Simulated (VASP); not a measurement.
A run of VASP 6.6.1:

File INCAR:

```
SYSTEM = InSb3
PREC     = Accurate       ! precision mode
ENCUT    = 500            ! plane-wave cutoff, eV
EDIFF    = 1E-7           ! SCF threshold, eV
ISMEAR   = 0              ! smearing method
SIGMA    = 0.01           ! smearing width, eV
LREAL    = .False.        ! projectors in reciprocal space
LASPH    = .True.         ! aspherical terms in the spheres
NELM     = 120            ! most SCF steps
ALGO     = Normal         ! electronic algorithm
ISIF     = 3              ! what is computed and relaxed
LWAVE    = .False.        ! write WAVECAR
LCHARG   = .False.        ! write CHGCAR
GGA      = PS             ! functional
IBRION   = 2              ! ionic algorithm
NSW      = 80             ! ionic steps
EDIFFG   = -0.01          ! ionic threshold
PSTRESS  = 200.0        
GGA_COMPAT= .False.      
NELMIN   = 4
```

The input KPOINTS:

```
regular mesh
0
Gamma
  4 4 4
  0 0 0
```

The input POSCAR:

```
InSb3
1.0
    5.2500000000      0.0000000000      0.0000000000
    0.0000000000      5.2500000000      0.0000000000
    0.0000000000      0.0000000000      5.2500000000
In Sb
1 3
Direct
    0.0000000000      0.0000000000      0.0000000000
    0.5000000000      0.0000000000      0.0000000000
    0.0000000000      0.0000000000      0.5000000000
    0.0000000000      0.5000000000      0.0000000000
```

Potentials or basis: VASP PAW PBE potentials, release 64 (In_d, Sb).

Command:

```console
$ cat potpaw_PBE.64/In_d/POTCAR potpaw_PBE.64/Sb/POTCAR > POTCAR
$ mpirun -np 1 vasp_std > vasp.out
```

Hardware: 1 thread of Intel Xeon 8259CL (shared host).

How long does it take, and how much memory?

Wall time 4.7 min on 1 thread of Intel Xeon 8259CL, with other jobs on the host, peak memory 0.26 GiB. Counts: scf iterations 74, k points 10, ion steps 7.
